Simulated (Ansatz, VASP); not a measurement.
## One calculation of LiCl, two programs

File POSCAR:

```
LiCl
1.0
    0.0000000000      2.6772505036      2.6772505036
    2.6772505036      0.0000000000      2.6772505036
    2.6772505036      2.6772505036      0.0000000000
Li Cl
1 1
Direct
    0.0000000000      0.0000000000      0.0000000000
    0.2500000000      0.2500000000      0.2500000000
```

INCAR.step1

```
PREC = Accurate
ENCUT = 520
ISMEAR = 0
SIGMA = 0.01
LREAL = F
LASPH = T
NELM = 100
NBANDS = 12
GGA = PE
ALGO = Normal
EDIFF = 1E-4
LWAVE = T
LCHARG = F
```

File INCAR.step2:

```
PREC = Accurate
ENCUT = 520
EDIFF = 1E-6
ISMEAR = 0
SIGMA = 0.01
LREAL = F
LASPH = T
NELM = 100
ALGO = Normal
ISIF = 2
LWAVE = F
LCHARG = F
METAGGA = R2SCAN
LMIXTAU = T
NBANDS = 12
ISTART = 1
```

File KPOINTS:

```
regular mesh
0
Gamma
  6 6 6
```

Input for Ansatz:

```yaml
crystal:
  lattice:
    - [0.0, 2.6772505036, 2.6772505036]
    - [2.6772505036, 0.0, 2.6772505036]
    - [2.6772505036, 2.6772505036, 0.0]
  atoms:
    - { symbol: Li, position: [0.0, 0.0, 0.0] }
    - { symbol: Cl, position: [0.25, 0.25, 0.25] }
kpoints:
  mp_grid: { grid: [6, 6, 6] }
hamiltonian:
  xc: r2scan
scf:
  occupations: { method: fixed }
  n_extra_bands: 4
output:
  forces: true
  stress: true
  eigenvalues: true
```

Alike in both runs: task single point; functional r2SCAN; k mesh 6 × 6 × 6; no spin polarisation.

```csv
,VASP,Ansatz
version,VASP 6.6.1,Ansatz 0.2.0
potentials or method,"VASP PAW PBE potentials, release 64 (Li_sv, Cl)","plane waves, PAW"
plane-wave cutoff (eV),520,500
occupations,"gaussian, width 0.01 eV",fixed
valence electrons in the cell,10,10
```

|  | VASP | Ansatz | Ansatz less VASP |
| --- | --- | --- | --- |
| gap on the k mesh at the Fermi level (eV) | 7.01 | 6.95 | -0.061 |

VASP's potentials were made for PBE, not for r2SCAN.

Noted on VASP's run: the cutoff is short for stress, so the pressure is rough.
